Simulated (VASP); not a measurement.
Write the native input for VASP 6.6.1 that does the following.

```
Task                   : single point
Functional             : PBEsol
Potentials or basis    : VASP PAW PBE potentials, release 64 (Sn_d, O)
Cutoff                 : 520 eV
k mesh                 : 6 × 6 × 8
Occupations            : gaussian, width 0.02 eV
Spin                   : no spin polarisation
Dipole correction      : no
Further INCAR settings : ALGO = Normal; EDIFF = 1e-07; NBANDS = 35
```

The structure of SnO2 lies in POSCAR:

```
SnO2
1.0
    4.5538603052      0.0000000000      0.0000000000
    0.0000000000      4.5538603052      0.0000000000
    0.0000000000      0.0000000000      3.3349243090
Sn O
2 4
Direct
    0.5000000000      0.5000000000      0.5000000000
    0.0000000000      0.0000000000      0.0000000000
    0.1919100329      0.8080899671      0.5000000000
    0.8080899671      0.1919100329      0.5000000000
    0.3080899671      0.3080899671      0.0000000000
    0.6919100329      0.6919100329      0.0000000000
```

These files were run (other wordings do the same):

INCAR

```
PREC = Accurate ; ENCUT = 520
EDIFF = 1E-7 ; ISMEAR = 0
SIGMA = 0.02 ; LREAL = F
LASPH = T ; NELM = 100
ALGO = Normal ; ISIF = 2
LWAVE = F ; LCHARG = F
GGA = PS ; NBANDS = 35
```

KPOINTS

```
regular mesh
0
Gamma
  6 6 8
```

Potentials or basis: VASP PAW PBE potentials, release 64 (Sn_d, O).

The run is started by

```console
$ cat potpaw_PBE.64/Sn_d/POTCAR potpaw_PBE.64/O/POTCAR > POTCAR
$ mpirun -np 1 vasp_std > vasp.out
```

It gave:

* Pressure: 10.6 GPa
* Band gap on the k mesh: 1.35 eV

Caveat: the cell stands under pressure; the PAW data sets were made with another functional, which shifts forces and pressure a little; spin-orbit coupling is left out, which moves the levels of the heavy elements.

Wall time 2.5 min on 1 thread of Intel Xeon 8259CL, on a shared host, peak memory 0.24 GiB.
